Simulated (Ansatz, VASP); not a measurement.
Pb in VASP and in Ansatz

```
Pb
1.0
    -1.97949    2.02396    1.97497
     1.99062   -1.98903    1.95117
     1.96421    1.97375   -1.94004
Pb
1
Direct
  0.99735 0.00198 0.99966
```

Change from the starting cell: cell strained at random at fixed volume.

Alike in both runs: task single point; functional RPBE; k mesh 7 × 7 × 7; occupations fermi-dirac, width 0.05 eV; non-collinear spin, spin-orbit coupling.

|  | VASP | Ansatz |
| --- | --- | --- |
| version | VASP 6.6.1 | Ansatz 0.2.0 |
| potentials or method | VASP PAW PBE potentials, release 64 (Pb_d) | Ansatz PAW |
| plane-wave cutoff (eV) | 520 | 420 |
| valence electrons in the cell | 14 | 14 |

|  | VASP | Ansatz | Ansatz less VASP |
| --- | --- | --- | --- |
| pressure (GPa) | 2.7 | 2.7 | +0.01 |
| traceless stress, the component that is largest in VASP (GPa) | 0.26 | 0.23 | -0.034 |
| net moment per atom (μB) | 0.00 | 0.00 | 0.000 |

VASP's potentials were made for PBE, not for RPBE.
